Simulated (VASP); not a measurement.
# NaCl (Fm-3m) in VASP: a series of runs

Aim: see how the results for NaCl move with the level of theory and the settings. Levels: PBE-based global hybrid, PBE-based screened hybrid. Tasks: single point.

All numbers are computed with VASP 6.6.1; they aren't measurements. Logs are shortened: lines on timing, memory, paths and dates and some standing lists are left out, and cuts for length are marked.

### Step 1. The cell of the first run

It takes space group Fm-3m (No. 225, cubic). Conventional cell: a = 5.605 Å, b = 5.605 Å, c = 5.605 Å, α = 90.00°, β = 90.00°, γ = 90.00°. Within 3.7 Å of Na (site symmetry m-3m) lie 6 Cl at 2.80 Å. Cl (site symmetry m-3m) has 6 Na at 2.80 Å within 3.7 Å.

### Step 2. Single point, PBE-based global hybrid

Input file POSCAR:

```
NaCl
1.0
    0.0000000000      2.8026988303      2.8026988303
    2.8026988303      0.0000000000      2.8026988303
    2.8026988303      2.8026988303      0.0000000000
Na Cl
1 1
Direct
    0.0000000000      0.0000000000      0.0000000000
    0.5000000000      0.5000000000      0.5000000000
```

Input file INCAR.step1:

```
SYSTEM = NaCl
ALGO = Normal
EDIFF = 1E-5
ENCUT = 520
GGA = PE
ISIF = 2
ISMEAR = 0
LASPH = .True.
LCHARG = .False.
LREAL = .False.
LWAVE = .True.
NBANDS = 14
NELM = 80
PREC = Accurate
SIGMA = 0.01
```

Input file INCAR.step2:

```
SYSTEM = NaCl
AEXX = 0.4
ALGO = Normal
EDIFF = 1E-7
ENCUT = 520
GGA = PE
ISIF = 2
ISMEAR = 0
ISTART = 1
LASPH = .True.
LCHARG = .False.
LHFCALC = .True.
LREAL = .False.
LWAVE = .False.
NBANDS = 14
NELM = 80
PREC = Accurate
PRECFOCK = Normal
SIGMA = 0.01
```

Input file KPOINTS:

```
k-points
0
Gamma
  4 4 4
  0 0 0
```

Potentials or basis: VASP PAW PBE potentials, release 64 (Na_pv, Cl).

The run is started by

```bash
cat potpaw_PBE.64/Na_pv/POTCAR potpaw_PBE.64/Cl/POTCAR > POTCAR
cp INCAR.step1 INCAR
mpirun -np 1 vasp_std > vasp.out
cp INCAR.step2 INCAR
mpirun -np 1 vasp_std > vasp.out
```

OUTCAR:

```text
SYSTEM = NaCl
   AEXX = 0.4
   EDIFF = 1E-7
   ENCUT = 520
   GGA = PE
   ISIF = 2
   ISMEAR = 0
   ISTART = 1
   LASPH = .True.
   LHFCALC = .True.
   LREAL = .False.
   NELM = 80
   PREC = Accurate
   PRECFOCK = Normal

 ion  position               nearest neighbor table
   1  0.000  0.000  0.000-
   2  0.500  0.500  0.500-

  LATTYP: Found a face centered cubic cell.
 ALAT       =     5.6053976606

  Lattice vectors:

 A1 = (   0.0000000000,   2.8026988303,   2.8026988303)
 A2 = (   2.8026988303,   0.0000000000,   2.8026988303)
 A3 = (   2.8026988303,   2.8026988303,   0.0000000000)

Analysis of symmetry for initial positions (statically):
=====================================================================
 Subroutine PRICEL returns:
 Original cell was already a primitive cell.

 Routine SETGRP: Setting up the symmetry group for a
 face centered cubic supercell.

 Subroutine GETGRP returns: Found 48 space group operations
 (whereof 48 operations were pure point group operations)
 out of a pool of 48 trial point group operations.

The static configuration has the point symmetry O_h .

Analysis of symmetry for dynamics (positions and initial velocities):
=====================================================================
 Subroutine PRICEL returns:
 Original cell was already a primitive cell.

 Routine SETGRP: Setting up the symmetry group for a
 face centered cubic supercell.

 Subroutine GETGRP returns: Found 48 space group operations
 (whereof 48 operations were pure point group operations)
 out of a pool of 48 trial point group operations.

The dynamic configuration has the point symmetry O_h .

 Subroutine INISYM returns: Found 48 space group operations
 (whereof 48 operations are pure point group operations),
 and found     1 'primitive' translations

----------------------------------------------------------------------------------------

                                     Primitive cell

  volume of cell :      44.0311

  direct lattice vectors                    reciprocal lattice vectors
     0.000000000  2.802698830  2.802698830    -0.178399475  0.178399475  0.178399475
     2.802698830  0.000000000  2.802698830     0.178399475 -0.178399475  0.178399475
     2.802698830  2.802698830  0.000000000     0.178399475  0.178399475 -0.178399475

  length of vectors
     3.963614697  3.963614697  3.963614697     0.308996955  0.308996955  0.308996955

  position of ions in fractional coordinates (direct lattice)
     0.000000000  0.000000000  0.000000000
     0.500000000  0.500000000  0.500000000

  ion indices of the primitive-cell ions
   primitive index   ion index
                 1           1
                 2           2

----------------------------------------------------------------------------------------

 KPOINTS: k-points

Automatic generation of k-mesh.
 Grid dimensions read from file:
 generate k-points for:    4    4    4

 Generating k-lattice:

  Cartesian coordinates                     Fractional coordinates (reciprocal lattice)
    -0.044599869  0.044599869  0.044599869     0.250000000  0.000000000  0.000000000
     0.044599869 -0.044599869  0.044599869     0.000000000  0.250000000  0.000000000
     0.044599869  0.044599869 -0.044599869     0.000000000  0.000000000  0.250000000

  Length of vectors
     0.077249239  0.077249239  0.077249239

  Shift w.r.t. Gamma in fractional coordinates (k-lattice)
     0.000000000  0.000000000  0.000000000

 Subroutine IBZKPT returns following result:
 ===========================================

 Found      8 irreducible k-points:

 Following reciprocal coordinates:
            Coordinates               Weight
  0.000000  0.000000  0.000000      1.000000
  0.250000  0.000000  0.000000      8.000000
  0.500000  0.000000  0.000000      4.000000
  0.250000  0.250000  0.000000      6.000000
  0.500000  0.250000  0.000000     24.000000
 -0.250000  0.250000  0.000000     12.000000
  0.500000  0.500000  0.000000      3.000000
 -0.250000  0.500000  0.250000      6.000000
   k-points           NKPTS =      8   k-points in BZ     NKDIM =     64   number of bands    NBANDS=     14
   number of dos      NEDOS =    301   number of ions     NIONS =      2
   total plane-waves  NPLWV =  27000
   dimension x,y,z NGX =    30 NGY =   30 NGZ =   30
   dimension x,y,z NGXF=    60 NGYF=   60 NGZF=   60
   ions per type =               1   1
   NGX,Y,Z   is equivalent  to a cutoff of  12.58, 12.58, 12.58 a.u.
   NGXF,Y,Z  is equivalent  to a cutoff of  25.17, 25.17, 25.17 a.u.
 SYSTEM =  NaCl
   PREC   = accura    normal or accurate (medium, high low for compatibility)
   ISTART =      1    job   : 0-new  1-cont  2-samecut
   ICHARG =      0    charge: 1-file 2-atom 10-const
   ISPIN  =      1    spin polarized calculation?
   LNONCOLLINEAR =      F non collinear calculations
   LSORBIT =      F    spin-orbit coupling
   LASPH  =      T    aspherical Exc in radial PAW
   ENCUT  =  520.0 eV  38.22 Ry    6.18 a.u.   7.37  7.37  7.37*2*pi/ulx,y,z
   NELM   =     80;   NELMIN=  2; NELMDL=  0     # of ELM steps
   EDIFF  = 0.1E-06   stopping-criterion for ELM
   LREAL  =      F    real-space projection
   EDIFFG = 0.1E-05   stopping-criterion for IOM
   NSW    =      0    number of steps for IOM
   IBRION =     -1    ionic relax: 0-MD 1-quasi-New 2-CG
   NFREE  =      0    steps in history (QN), initial steepest desc. (CG)
   ISIF   =      2    stress and relaxation
   ISYM   =      3    0-nonsym 1-usesym 2-fastsym
   POTIM  = 0.5000    time-step for ionic-motion
   TEBEG  =    0.0;   TEEND  =   0.0 temperature during run
   PSTRESS=    0.0 pullay stress
   NELECT =      14.0000    total number of electrons
   NUPDOWN=      -1.0000    fix difference up-down
   EMIN   =  10.00;   EMAX   =-10.00  energy-range for DOS
   EFERMI =   0.00;   METHOD = LEGACY
   ISMEAR =     0;   SIGMA  =   0.01  broadening in eV -4-tet -1-fermi 0-gaus
   EFERMI_NEDOS =   21; number of points for ismear=-14 and -15
   IALGO  =     38    algorithm
   IMIX   =      1    mixing-type and parameters
     AMIX     =   0.40;   BMIX     =  1.00
     AMIX_MAG =   1.60;   BMIX_MAG =  1.00
  volume/ion in A,a.u.               =      22.02       148.57
  Fermi-wavevector in a.u.,A,eV,Ry     =   1.117372  2.111527 16.987145  1.248520
  Thomas-Fermi vector in A             =   2.253994
   LORBIT       =      0    0 simple, 1 ext, 2 COOP (PROOUT), +10 PAW based schemes
   GGA     = PE    functional components
   LHFCALC =     T    Hartree Fock is set to
   PRECFOCK=normal    Normal, Fast or Accurate (Low or Medium for compatibility)
   ENCUT4O =  -1.0   cutoff for four orbital integrals eV
   NKREDX  =     1    reduce k-point grid by
   NKREDY  =     1    reduce k-point grid by
   NKREDZ  =     1    reduce k-point grid by
   AEXX    =    0.4000 exact exchange contribution
   HFSCREEN=    0.0000 screening length (either q_TF or 0.3 A-1)
   HFSCREENC=   0.0000 screening length for correlation (either q_TF or 0.3 A-1)
   ENCUTFOCK=  -1.0 apply spherical cutoff to Coloumb kernel
   IVDW    =     0    specifies the selected vdW correction
   LEPSILON=     F    determine dielectric tensor
   LRPA    =     F    only Hartree local field effects (RPA)
 non-spin polarized calculation
 Gauss-broadening in eV      SIGMA  =   0.01
  energy-cutoff  :      520.00
  volume of cell :       44.03
 maximum number of plane-waves:      1243
 NGX is ok and might be reduce to    30
  NGX = 24; NGY = 24; NGZ = 24

 number of electron      14.0000003 magnetization

 Free energy of the ion-electron system (eV)
  ---------------------------------------------------
  ext. energy  EPLUGINS =         0.00000000
  ---------------------------------------------------
  free energy    TOTEN  =        -9.41950384 eV

  energy without entropy =       -9.41950384  energy(sigma->0) =       -9.41950384

 E-fermi :  -2.7125     XC(G=0):  -5.4329

 val. band max:       -2.8842618245   @ k =   0.0000   0.0000   0.0000
 cond. band min:       5.7087165842   @ k =   0.0000   0.0000   0.0000
 fundamental gap:      8.5929784087
 Fermi energy:        -2.7124609336

 k-point     1 :       0.0000    0.0000    0.0000
  band No.  band energies     occupation
      1     -26.9810      2.00000
      2     -26.9810      2.00000
      3     -26.9809      2.00000
      4     -17.5285      2.00000
      5      -2.8843      2.00000
      6      -2.8843      2.00000
      7      -2.8843      2.00000
      8       5.7087      0.00000
      9      11.9096      0.00000
     10      11.9096      0.00000
     11      11.9096      0.00000
     12      14.3870      0.00000
     13      14.3870      0.00000
     14      15.4757      0.00000

 k-point     2 :       0.2500    0.0000    0.0000
  band No.  band energies     occupation
      1     -26.9956      2.00000
      2     -26.9817      2.00000
      3     -26.9817      2.00000
      4     -17.3342      2.00000
      5      -4.1098      2.00000
      6      -3.0437      2.00000
      7      -3.0437      2.00000
      8       7.2386      0.00000
      9      10.7454      0.00000
     10      12.2645      0.00000
     11      12.2645      0.00000
     12      14.2953      0.00000
     13      14.2953      0.00000
     14      16.7132      0.00000

 k-point     3 :       0.5000    0.0000    0.0000
  band No.  band energies     occupation
      1     -27.0101      2.00000
      2     -26.9824      2.00000
      3     -26.9824      2.00000
      4     -17.1273      2.00000
      5      -5.0880      2.00000
      6      -3.1953      2.00000
      7      -3.1953      2.00000
      8       7.8050      0.00000
      9      11.7337      0.00000
     10      11.8390      0.00000
     11      11.8390      0.00000
     12      15.9882      0.00000
     13      17.5734      0.00000
     14      17.5734      0.00000
[... 52 lines left out ...]
 k-point     7 :       0.5000    0.5000    0.0000
  band No.  band energies     occupation
      1     -27.0008      2.00000
      2     -26.9889      2.00000
      3     -26.9889      2.00000
      4     -17.0638      2.00000
      5      -4.8189      2.00000
      6      -3.5859      2.00000
      7      -3.5859      2.00000
      8       8.2904      0.00000
      9       8.5303      0.00000
     10      12.3189      0.00000
     11      16.0433      0.00000
     12      16.0433      0.00000
     13      16.6589      0.00000
     14      18.5004      0.00000

 k-point     8 :      -0.2500    0.5000    0.2500
  band No.  band energies     occupation
      1     -26.9948      2.00000
      2     -26.9948      2.00000
      3     -26.9907      2.00000
      4     -17.0452      2.00000
      5      -4.2630      2.00000
      6      -4.2630      2.00000
      7      -3.7417      2.00000
      8       9.7144      0.00000
      9      10.4008      0.00000
     10      10.4008      0.00000
     11      12.3389      0.00000
     12      16.9790      0.00000
     13      16.9791      0.00000
     14      17.7499      0.00000

------------------------ aborting loop because EDIFF is reached ----------------------------------------

  FORCE on cell =-STRESS in cart. coord.  units (eV):
  Direction    XX          YY          ZZ          XY          YZ          ZX
  --------------------------------------------------------------------------------------
  -------------------------------------------------------------------------------------
  Total        0.0552195      0.0552195      0.0552195     -0.0000000     -0.0000000     -0.0000000
  in kB        2.0092938      2.0092938      2.0092938     -0.0000000     -0.0000000     -0.0000000
  external PRESSURE =       2.0092938 kB  Pullay stress =       0.0000000 kB

 VOLUME and BASIS-vectors are now :
 -----------------------------------------------------------------------------
  energy-cutoff  :      520.00
  volume of cell :       44.03
      direct lattice vectors                 reciprocal lattice vectors
     0.000000000  2.802698830  2.802698830    -0.178399475  0.178399475  0.178399475
     2.802698830  0.000000000  2.802698830     0.178399475 -0.178399475  0.178399475
     2.802698830  2.802698830  0.000000000     0.178399475  0.178399475 -0.178399475

 POSITION                                       TOTAL-FORCE (eV/Angst)
 -----------------------------------------------------------------------------------
      0.00000      0.00000      0.00000        -0.000000     -0.000000      0.000000
      2.80270      2.80270      2.80270         0.000000      0.000000      0.000000
 -----------------------------------------------------------------------------------
    total drift:                               -0.000000     -0.000000     -0.000000

  FREE ENERGIE OF THE ION-ELECTRON SYSTEM (eV)
  ---------------------------------------------------
  free  energy   TOTEN  =        -9.4195038409 eV

  energy  without entropy=       -9.4195038409  energy(sigma->0) =       -9.41950384
```

It took 2.7 min on 1 thread of Intel Xeon Platinum 8559C (Emerald Rapids), shared host; peak memory 0.17 GiB.

What came out:

```
Free energy            : -9.4195 eV
Pressure               : 0.2 GPa
Band gap on the k mesh : 8.59 eV, direct
```

Levels at points of the mesh, in eV from the valence-band top:
```tsv
k point	band 4	band 5	band 6	band 7	band 8	band 9	band 10	band 11
(0.00, 0.00, 0.00)	-14.64	0.00	0.00	0.00	8.59	14.79	14.79	14.79
(0.50, 0.00, 0.00)	-14.24	-2.20	-0.31	-0.31	10.69	14.62	14.72	14.72
(0.50, 0.50, 0.00)	-14.18	-1.93	-0.70	-0.70	11.17	11.41	15.20	18.93
```

Caveat: the k points lie up to 0.49 Å⁻¹ apart; the PAW data sets were made with another functional, which shifts forces and pressure a little.

### Step 3. Single point, PBE-based screened hybrid

POSCAR is that of step 2.

Input file INCAR.step1:

```
SYSTEM = NaCl
  PREC = Accurate
  ENCUT = 520
  EDIFF = 1E-5
  ISMEAR = 0
  SIGMA = 0.01
  LREAL = .False.
  LASPH = .True.
  NELM = 80
  ALGO = Normal
  ISIF = 2
  LWAVE = .True.
  LCHARG = .False.
  NBANDS = 14
  GGA = PE
```

Input file INCAR.step2:

```
SYSTEM = NaCl
  PREC = Accurate
  ENCUT = 520
  EDIFF = 1E-6
  ISMEAR = 0
  SIGMA = 0.01
  LREAL = .False.
  LASPH = .True.
  NELM = 80
  ALGO = Normal
  ISIF = 2
  LWAVE = .False.
  LCHARG = .False.
  GGA = PE
  LHFCALC = .True.
  AEXX = 0.1
  HFSCREEN = 0.2078
  PRECFOCK = Normal
  NBANDS = 14
  ISTART = 1
```

Input file KPOINTS:

```
Automatic mesh
0
Gamma
  4 4 4
  0 0 0
```

Potentials or basis: VASP PAW PBE potentials, release 64 (Na_pv, Cl).

The run is started by

```bash
cat potpaw_PBE.64/Na_pv/POTCAR potpaw_PBE.64/Cl/POTCAR > POTCAR
cp INCAR.step1 INCAR
mpirun -np 1 vasp_std > vasp.out
cp INCAR.step2 INCAR
mpirun -np 1 vasp_std > vasp.out
```

Wall time 66 s (1 thread of Intel Xeon Platinum 8559C (Emerald Rapids), shared host); peak memory 0.26 GiB.

Results (log left out):

- Free energy: -7.2052 eV
- Pressure: 1.2 GPa
- Band gap on the k mesh: 5.72 eV, direct

Levels at points of the mesh, in eV from the valence-band top:
| k point | band 3 | band 4 | band 5 | band 6 | band 7 | band 8 | band 9 | band 10 | band 11 | band 12 |
| --- | --- | --- | --- | --- | --- | --- | --- | --- | --- | --- |
| (0.00, 0.00, 0.00) | -21.61 | -13.18 | 0.00 | 0.00 | 0.00 | 5.72 | 11.74 | 11.74 | 11.74 | 13.99 |
| (0.50, 0.00, 0.00) | -21.61 | -12.81 | -2.03 | -0.28 | -0.28 | 7.84 | 11.42 | 11.63 | 11.63 | 15.74 |
| (0.50, 0.50, 0.00) | -21.62 | -12.76 | -1.76 | -0.63 | -0.63 | 8.17 | 8.59 | 12.08 | 15.63 | 15.63 |

Caveat: the k points lie up to 0.49 Å⁻¹ apart; the PAW data sets were made with another functional, which shifts forces and pressure a little.
